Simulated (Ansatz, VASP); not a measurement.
# Na in VASP and in Ansatz

The input INCAR:

```
PREC = Accurate
ENCUT = 520
EDIFF = 1E-6
ISMEAR = -1
SIGMA = 0.05
LREAL = False
LASPH = True
NELM = 100
ALGO = Fast
ISIF = 2
LWAVE = False
LCHARG = True
GGA = PS
LELF = True
LVHAR = True
NBANDS = 10
```

Contents of KPOINTS:

```
Automatic mesh
0
Gamma
  7 7 7
```

POSCAR

```
Na
1.0
   -2.1624100000      2.1624100000      2.1410000000
    2.1624100000     -2.1624100000      2.1410000000
    2.1195900000      2.1195900000     -2.1410000000
Na
1
Direct
    0.0000000000      0.0000000000      0.0000000000
```

The input input.yaml:

```yaml
crystal:
  lattice:
    - [-2.16241, 2.16241, 2.141]
    - [2.16241, -2.16241, 2.141]
    - [2.11959, 2.11959, -2.141]
  atoms:
    - { symbol: Na, position: [0.0, 0.0, 0.0] }
hamiltonian:
  xc: pbesol
  pseudopotentials: { kind: paw }
kpoints:
  mp_grid: { grid: [7, 7, 7] }
scf:
  occupations: { method: fermi_dirac, width: 0.05 }
output:
  forces: true
  stress: true
  eigenvalues: true
```

Alike in both runs: task single point; functional PBEsol; k mesh 7 × 7 × 7; occupations fermi-dirac, width 0.05 eV; no spin polarisation.

|  | VASP | Ansatz |
| --- | --- | --- |
| version | VASP 6.6.1 | Ansatz 0.2.0 |
| potentials or method | VASP PAW PBE potentials, release 64 (Na_pv) | Ansatz PAW |
| plane-wave cutoff (eV) | 520 | 420 |
| valence electrons in the cell | 7 | 9 |

|  | VASP | Ansatz | Ansatz less VASP |
| --- | --- | --- | --- |
| gap on the k mesh at the Fermi level (eV) | none | none | - |
| pressure (GPa) | -0.5 | -0.5 | -0.03 |
| traceless stress, the component that is largest in VASP (GPa) | 0.13 | 0.13 | -0.001 |

VASP's potentials were made for PBE, not for PBEsol. A gap of «none» marks a metal or a gap that the smearing closes. With one functional, cell and mesh, what is left measures potentials, basis and numerics. VASP's potentials hold 7 valence electrons a cell and Ansatz's 9, so a difference there can come from the potentials and not from the codes.
